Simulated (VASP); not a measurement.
Co: single point with PBE

The system is Co.

```
CELL_PARAMETERS angstrom
3.80242 0.00000 0.00000
-1.90121 3.29299 0.00000
0.00000 0.00000 2.33072
ATOMIC_POSITIONS crystal
Co 0.00000 0.00000 0.00000
Co 0.33333 0.66667 0.50000
Co 0.66667 0.33333 0.50000
```

This isn't the form of Co at room conditions, which is hcp.

```json
{
  "Program": "VASP 6.6.1",
  "Task": "single point",
  "Functional": "PBE",
  "Potentials or basis": "VASP PAW PBE potentials, release 64 (Co)",
  "Cutoff": "520 eV",
  "k mesh": "11 × 11 × 15",
  "Occupations": "fermi-dirac, width 0.1 eV",
  "Spin": "no spin polarisation",
  "Dipole correction": "no",
  "Further INCAR settings": "ALGO = Normal; EDIFF = 1e-07; NBANDS = 20"
}
```

- Pressure: 22.8 GPa
- Band gap on the k mesh: zero (an odd number of electrons rules out a gap without spin polarisation)

Stress tensor (GPa, compression positive):
```
23.18  0.00  0.00
 0.00 23.18  0.00
 0.00  0.00 22.08
```

Levels at points of the mesh, in eV from the Fermi level:
```tsv
k point	band 12	band 13	band 14	band 15	band 16	band 17
(0.00, 0.00, 0.00)	-1.09	-1.05	-1.05	0.50	0.50	7.49
```

It took 120 s on 1 thread of AMD EPYC 7R43 64-Core Processor (Zen 3), on a shared host, peak memory 0.14 GiB.

Caveat: the cell stands under pressure; the run has no spin polarisation, though such a crystal can be magnetic. Spin polarisation is off, so any magnetic state and its effect on volume and gap are missing.
